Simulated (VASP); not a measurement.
Crystal: CaCdF4.

```
Ca F Cd
1.0
     3.82867    0.00000    0.00000
     0.00000    3.82867    0.00000
     0.00000    0.00000    5.41486
Ca F Cd
1 4 1
Direct
  0.00000 0.00000 0.00000
  0.00000 0.50000 0.74923
  0.00000 0.50000 0.25077
  0.50000 0.00000 0.25077
  0.50000 0.00000 0.74923
  0.50000 0.50000 0.50000
```

Base run:

```yaml
Program: VASP 6.6.1
Functional: r2SCAN
Potentials_or_basis: VASP PAW PBE potentials, release 64 (Ca_sv, F, Cd)
Cutoff: 520 eV
k_mesh: 6 × 6 × 6
Occupations: gaussian, width 0.01 eV
Spin: no spin polarisation
```

Its results: band gap on the k mesh 4.94 eV (least direct gap 5.14 eV); pressure 0.8 GPa; largest force 0.011 eV/Å.

Question: The run is repeated on the same cell with these changes: functional from r2SCAN to PBE; occupations from gaussian, width 0.01 eV to fermi-dirac, width 0.02 eV. What comes out?

Answer: Band gap on the k mesh 4.26 eV (least direct gap 4.45 eV); pressure 4.9 GPa; largest force 0.104 eV/Å.

Caveats: the PAW data sets were made with another functional, which shifts forces and pressure a little (at least some runs); the cell stands under pressure (at least some runs).

A k mesh can miss the band edges.
